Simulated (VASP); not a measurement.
Si (a cell with a defect): single point with PBE

Si (a cell with a defect):

```
Si
1.0
    10.86000    0.00000    0.00000
     0.00000   10.86000    0.00000
     0.00000    0.00000   10.86000
Si
63
Cartesian
  5.4462 0.0094 0.0110
  6.8808 1.4440 1.3130
  8.3408 2.9042 0.0031
  10.0412 4.6046 0.9960
  8.1640 0.0325 2.6849
  9.5338 1.4367 3.9787
  -0.0002 -0.0031 0.0061
  1.3655 1.3576 1.3590
  2.6980 2.7177 0.0030
  4.0662 4.0704 1.3555
  5.4337 5.4230 0.0061
  6.7944 6.7888 1.3590
  8.1544 8.1213 0.0030
  9.5071 9.4895 1.3555
  2.7306 -0.0079 2.7144
  4.1077 1.3563 4.0527
  5.4692 2.7272 2.6849
  6.8735 4.0971 3.9785
  8.3053 5.4581 2.5760
  9.4914 6.8038 4.0917
  5.4336 -0.0031 5.4354
  6.7989 1.3621 6.7656
  8.1581 2.7214 5.3897
  9.4988 4.0620 6.7760
  8.1423 0.0046 8.1468
  9.5048 1.3662 9.5075
  1.0977 6.5210 1.3901
  2.5701 7.9933 0.0494
  4.0227 9.4460 1.3411
  0.0348 2.8684 2.5761
  1.3805 4.0547 4.0917
  2.7117 5.4217 2.7297
  4.0743 6.8002 4.0726
  5.4287 8.1538 2.7144
  6.7930 9.5309 4.0526
  0.0012 0.0207 5.4015
  1.3716 1.3277 6.7914
  2.7340 2.6789 5.4404
  4.0714 4.0578 6.7899
  5.4576 5.4244 5.4014
  6.7645 6.7948 6.7913
  8.1156 8.1573 5.4405
  9.4945 9.4946 6.7900
  2.7021 -0.0436 8.1704
  4.0683 1.3456 9.4885
  5.4413 2.7055 8.1468
  6.8029 4.0681 9.5074
  8.1414 5.4284 8.1369
  9.5028 6.6613 9.5881
  -0.0015 8.1349 2.7297
  1.3770 9.4976 4.0725
  0.0008 5.4240 5.4311
  1.3422 6.7655 6.8155
  2.7054 8.1287 5.4545
  4.0675 9.4907 6.7904
  0.0051 2.7046 8.1369
  1.2382 4.0661 9.5879
  2.6547 5.3843 8.1983
  4.0241 6.7524 9.5335
  5.3931 8.1253 8.1704
  6.7823 9.4916 9.4884
  -0.0389 8.0779 8.1984
  1.3292 9.4474 9.5334
```

```yaml
Program: VASP 6.6.1
Task: single point
Functional: PBE
Potentials_or_basis: VASP PAW PBE potentials, release 64 (Si)
Cutoff: 400 eV
k_mesh: 1 × 1 × 1
Occupations: gaussian, width 0.05 eV
Spin: no spin polarisation
```

```json
{
  "Pressure": "1.1 GPa",
  "Largest force": "0.302 eV/Å"
}
```

Forces on the atoms (eV/Å):
```
Si  -0.003 -0.004  0.002
Si  -0.003 -0.003  0.004
Si   0.007  0.006  0.010
Si  -0.115 -0.115  0.254
Si  -0.002 -0.004 -0.007
Si  -0.012 -0.011  0.004
Si   0.003  0.004  0.002
Si   0.003  0.006 -0.004
Si  -0.009  0.015  0.002
Si  -0.003  0.004 -0.003
Si   0.004  0.003  0.001
Si   0.008  0.002 -0.004
Si   0.015 -0.010  0.003
Si   0.004 -0.001 -0.003
Si   0.003  0.002 -0.014
Si   0.001 -0.006 -0.006
Si  -0.003 -0.003 -0.007
Si  -0.011 -0.013  0.004
Si  -0.023  0.016  0.040
Si  -0.004  0.014  0.013
Si   0.004  0.003  0.004
Si  -0.003 -0.001  0.009
Si  -0.007 -0.007  0.002
Si  -0.002 -0.002 -0.012
Si   0.011  0.011  0.009
Si   0.006  0.013  0.006
Si  -0.049 -0.050  0.009
Si  -0.030 -0.030 -0.004
Si  -0.017 -0.018 -0.010
Si   0.016 -0.023  0.040
Si   0.014 -0.005  0.013
Si   0.001 -0.001  0.003
Si   0.002  0.005 -0.013
Si   0.002  0.004 -0.014
Si  -0.006  0.001 -0.007
Si   0.006  0.006 -0.006
Si   0.002 -0.006  0.001
Si   0.007 -0.010  0.005
Si   0.019 -0.006 -0.019
Si   0.005  0.007 -0.006
Si  -0.005  0.002  0.001
Si  -0.009  0.007  0.005
Si  -0.006  0.019 -0.019
Si   0.005  0.000  0.006
Si  -0.002  0.009 -0.002
Si   0.010  0.012  0.009
Si   0.012  0.007  0.006
Si   0.005  0.003 -0.010
Si   0.016  0.057 -0.088
Si  -0.002  0.002  0.003
Si   0.004  0.003 -0.013
Si   0.004  0.003 -0.001
Si   0.010  0.010 -0.016
Si   0.007  0.006 -0.011
Si   0.001  0.000 -0.003
Si   0.003  0.006 -0.009
Si   0.056  0.016 -0.087
Si   0.034  0.010 -0.040
Si   0.000 -0.001  0.002
Si   0.001  0.004  0.006
Si   0.008 -0.001 -0.002
Si   0.010  0.034 -0.040
Si  -0.001 -0.001  0.002
```

Stress tensor (GPa, compression positive):
```
 0.79 -0.62  0.56
-0.62  0.79  0.56
 0.56  0.56  1.66
```

Levels at points of the mesh, in eV from the Fermi level:
| k point | band 122 | band 123 | band 124 | band 125 | band 126 | band 127 | band 128 | band 129 | band 130 | band 131 |
| --- | --- | --- | --- | --- | --- | --- | --- | --- | --- | --- |
| (0.00, 0.00, 0.00) | -1.42 | -0.88 | -0.83 | -0.68 | -0.04 | 0.04 | 0.20 | 0.26 | 0.27 | 0.32 |

Wall time 5 min on 1 thread of Intel Xeon 8259CL, with other jobs on the host, peak memory 0.69 GiB.

Caveat: the k points lie up to 0.58 Å⁻¹ apart.
